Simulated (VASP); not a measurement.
# Na (P6_3/mmc) in VASP: a series of runs, part 3 of 3

VASP 6.6.1. Earlier steps stand in the parts before.

## (6) Relaxation of cell and atoms, LDA, target pressure 8 GPa, at which the enthalpy is minimised

File INCAR:

```
  ALGO = Normal
  EDIFF = 1E-6
  EDIFFG = -0.01
  ENCUT = 600
  IBRION = 2
  ISIF = 3
  ISMEAR = 1
  LASPH = T
  LCHARG = F
  LREAL = F
  LWAVE = F
  NELM = 100
  NSW = 80
  PREC = Accurate
  PSTRESS = 80.0
  SIGMA = 0.1
```

File KPOINTS:

```
k-points
0
Gamma
  9 9 5
```

File POSCAR:

```
Na
1.0
    3.7670000000      0.0000000000      0.0000000000
   -1.8835000000      3.2623177000      0.0000000000
    0.0000000000      0.0000000000      6.1540000000
Na
2
Direct
    0.3333333300      0.6666666700      0.2500000000
    0.6666666700      0.3333333300      0.7500000000
```

Potentials or basis: VASP PAW LDA potentials, release 64 (Na_pv).

Command:

```sh
$ cat potpaw_LDA.64/Na_pv/POTCAR > POTCAR
$ mpirun -np 1 vasp_std > vasp.out
```

OUTCAR:

```text
EDIFF = 1E-6
   EDIFFG = -0.01
   ENCUT = 600
   IBRION = 2
   ISIF = 3
   ISMEAR = 1
   LASPH = T
   LREAL = F
   NELM = 100
   NSW = 80
   PREC = Accurate
   PSTRESS = 80.0

 ion  position               nearest neighbor table
   1  0.333  0.667  0.250-
   2  0.667  0.333  0.750-

  LATTYP: Found a hexagonal cell.
 ALAT       =     3.7670000000
 C/A-ratio  =     1.6336607380

  Lattice vectors:

 A1 = (   3.7670000000,   0.0000000000,   0.0000000000)
 A2 = (  -1.8835000000,   3.2623177000,   0.0000000000)
 A3 = (   0.0000000000,   0.0000000000,   6.1540000000)

Analysis of symmetry for initial positions (statically):
=====================================================================
 Subroutine PRICEL returns:
 Original cell was already a primitive cell.

 Routine SETGRP: Setting up the symmetry group for a
 hexagonal supercell.

 Subroutine GETGRP returns: Found 24 space group operations
 (whereof 12 operations were pure point group operations)
 out of a pool of 24 trial point group operations.

The static configuration has the point symmetry D_3d.
 The point group associated with its full space group is D_6h.

Analysis of symmetry for dynamics (positions and initial velocities):
=====================================================================
 Subroutine PRICEL returns:
 Original cell was already a primitive cell.

 Routine SETGRP: Setting up the symmetry group for a
 hexagonal supercell.

 Subroutine GETGRP returns: Found 24 space group operations
 (whereof 12 operations were pure point group operations)
 out of a pool of 24 trial point group operations.

The dynamic configuration has the point symmetry D_3d.
 The point group associated with its full space group is D_6h.

 Subroutine INISYM returns: Found 24 space group operations
 (whereof 12 operations are pure point group operations),
 and found     1 'primitive' translations

[... 135 lines left out ...]

 number of electron      14.0000016 magnetization

 Free energy of the ion-electron system (eV)
  ---------------------------------------------------
  ext. energy  EPLUGINS =         0.00000000
  ---------------------------------------------------
  free energy    TOTEN  =        -2.89073311 eV

  energy without entropy =       -2.89044321  energy(sigma->0) =       -2.89063648

------------------------ aborting loop because EDIFF is reached ----------------------------------------

  FORCE on cell =-STRESS in cart. coord.  units (eV):
  Direction    XX          YY          ZZ          XY          YZ          ZX
  --------------------------------------------------------------------------------------
  -------------------------------------------------------------------------------------
  Total       -0.5273334     -0.5273334     -0.1923270      0.0000000      0.0000000      0.0000000
  in kB      -11.1716291    -11.1716292     -4.0744738      0.0000000      0.0000000      0.0000000
  external PRESSURE =     -88.8059107 kB  Pullay stress =      80.0000000 kB
[... 97 lines left out ...]
  energy  without entropy=       -2.6375827146  energy(sigma->0) =       -2.63719911

  enthalpy is  TOTEN    =        -0.2963624557 eV   P V=        2.3406448537

[... ionic steps 4 to 7 ...]

--------------------------------------- Ionic step        8  -------------------------------------------

 number of electron      13.9999994 magnetization

------------------------ aborting loop because EDIFF is reached ----------------------------------------
[... 71 lines left out ...]
--------------------------------------- Ionic step       10  -------------------------------------------

 number of electron      13.9999995 magnetization

 Free energy of the ion-electron system (eV)
  ---------------------------------------------------
  ext. energy  EPLUGINS =         0.00000000
  ---------------------------------------------------
  free energy    TOTEN  =        -2.52848353 eV

  energy without entropy =       -2.52869155  energy(sigma->0) =       -2.52855287

 E-fermi :   2.0603     XC(G=0):  -8.3622

 val. band max:        1.9768550454   @ k =   0.2222   0.0000   0.2000
 cond. band min:       2.3247038339   @ k =   0.3333   0.2222   0.0000
 fundamental gap:      0.3478487884
 Fermi energy:         2.0603360097

 k-point     1 :       0.0000    0.0000    0.0000
  band No.  band energies     occupation
      1     -22.8474      2.00000
      2     -22.6805      2.00000
      3     -22.6805      2.00000
      4     -22.6632      2.00000
      5     -22.6607      2.00000
      6     -22.6607      2.00000
      7      -2.4594      2.00000
      8       2.5063     -0.00000
      9       3.3129     -0.00000
     10      15.5840      0.00000
     11      15.5840      0.00000
[... 309 lines left out ...]
 k-point    24 :       0.3333    0.3333    0.2000
  band No.  band energies     occupation
      1     -22.8072      2.00000
      2     -22.7984      2.00000
      3     -22.7984      2.00000
      4     -22.7648      2.00000
      5     -22.7127      2.00000
      6     -22.7127      2.00000
      7       3.9487     -0.00000
      8       4.5353      0.00000
      9       4.5353      0.00000
     10       6.7406      0.00000
     11       7.9376      0.00000

 [... further k-points ...]
[... 5 lines left out ...]
  --------------------------------------------------------------------------------------
  -------------------------------------------------------------------------------------
  Total        2.2221561      2.2221561      2.2292725      0.0000000      0.0000000      0.0000000
  in kB       80.2821689     80.2821692     80.5392729      0.0000000      0.0000000      0.0000000
  external PRESSURE =       0.3678703 kB  Pullay stress =      80.0000000 kB
[... 21 lines left out ...]
  energy  without entropy=       -2.5286915539  energy(sigma->0) =       -2.52855287

  enthalpy is  TOTEN    =        -0.3141376931 eV   P V=        2.2143458322

 reached required accuracy - stopping structural energy minimisation
```

OSZICAR:

```text
N       E                     dE             d eps       ncg     rms          rms(c)
DAV:   1     0.910686553272E+02    0.91069E+02   -0.82179E+03   792   0.130E+03
DAV:   2     0.161377327618E+00   -0.90907E+02   -0.90517E+02   795   0.307E+02
DAV:   3    -0.284930603300E+01   -0.30107E+01   -0.30083E+01   921   0.705E+01
[... 71 lines left out ...]
DAV:   1    -0.252972531342E+01    0.77423E-02   -0.36535E-02   891   0.416E+00    0.230E-01
DAV:   2    -0.252883594886E+01    0.88936E-03   -0.96567E-04   900   0.661E-01    0.118E-01
DAV:   3    -0.252846955848E+01    0.36639E-03   -0.41858E-04   900   0.420E-01    0.107E-02
DAV:   4    -0.252848376412E+01   -0.14206E-04   -0.24454E-05   900   0.114E-01    0.113E-03
DAV:   5    -0.252848352535E+01    0.23877E-06   -0.20865E-07   396   0.103E-02
  10 F= -.31413769E+00 E0= -.31420704E+00  d E =-.117550E-03
```

CONTCAR:

```text
Na
   1.00000000000000
     3.1140438944771747   -0.0000000000000000   -0.0000000000000000
    -1.5570219472385873    2.6968411255433211    0.0000000000000000
    -0.0000000000000000    0.0000000000000000    5.2806325966461731
  Na
     2
Direct
     0.3333333300000021    0.6666666699999979    0.2500000000000000
     0.6666666699999979    0.3333333300000021    0.7500000000000000

  0.00000000E+00  0.00000000E+00  0.00000000E+00
  0.00000000E+00  0.00000000E+00  0.00000000E+00
```

Run time: 1.8 min. Hardware: 1 thread of AMD EPYC 9R45 (Zen 5), shared host; peak memory 0.15 GiB.

What came out:

```
Free energy                                            : -2.5285 eV
Relaxed volume                                         : 22.17 Å³/atom
Relaxed cell                                           : a = 3.114 Å, b = 3.114 Å, c = 5.281 Å, α = 90.00°, β = 90.00°, γ = 120.00°
Space group after relaxing (to 0.05 Å)                 : P6_3/mmc (No. 194)
Energy change on relaxing (the enthalpy is what falls) : +181.1 meV/atom
Ionic steps                                            : 10
Pressure after relaxing                                : 8.0 GPa
Band gap on the k mesh                                 : zero (band 7 reaches 4.50 eV, above the bottom of band 8 at -0.45 eV)
```

Step by step:
```csv
step,energy change (eV),largest force (eV/Å),pressure (GPa),volume (Å³)
1,0.0000,0.0000,-0.88,75.63
2,0.0456,0.0000,2.49,54.93
3,0.2537,0.0000,6.23,46.88
4,0.3814,0.0000,8.24,44.03
5,0.3551,0.0000,7.81,44.55
6,0.3535,0.0000,7.83,44.54
7,0.3531,0.0000,7.83,44.53
8,0.3533,0.0000,7.87,44.53
9,0.3533,0.0000,7.85,44.53
10,0.3623,0.0000,8.04,44.35
```

Final structure:
```
CELL_PARAMETERS angstrom
3.11404 0.00000 0.00000
-1.55702 2.69684 0.00000
0.00000 0.00000 5.28063
ATOMIC_POSITIONS crystal
Na 0.33333 0.66667 0.25000
Na 0.66667 0.33333 0.75000
```

Levels at points of the mesh, in eV from the Fermi level:
```csv
k point,band 3,band 4,band 5,band 6,band 7,band 8,band 9,band 10,band 11
"(0.00, 0.00, 0.00)",-24.74,-24.72,-24.72,-24.72,-4.52,0.45,1.25,13.52,13.52
```

Caveat: the cell is relaxed towards a set pressure, so the enthalpy falls and the energy may rise; the volume moved by over 15 % at a fixed basis, so the end points are rough. LDA usually gives volumes a few per cent too small.

## (7) Summary

```csv
cell,gap on the mesh (eV),pressure (GPa)
relaxed,none,0.0
relaxed to 2 GPa,none,2.0
relaxed to 4 GPa,none,4.0
relaxed to 6 GPa,none,6.0
relaxed to 8 GPa,none,8.0
```

Alike in all rows: task relaxation of cell and atoms; level LDA; potentials or basis VASP PAW LDA potentials, release 64 (Na_pv); no spin polarisation; k mesh 9 × 9 × 5; cutoff (eV) 600; smearing methfessel-paxton 0.1 eV.

Caveats: the cell is relaxed towards a set pressure, so the enthalpy falls and the energy may rise (some runs); the volume moved by over 15 % at a fixed basis, so the end points are rough (some runs); the volume moved by -12 % from the deposited cell, more than functionals usually miss (some runs).

Total energies depend on the potentials used, so only differences within one code and one set of settings carry meaning.
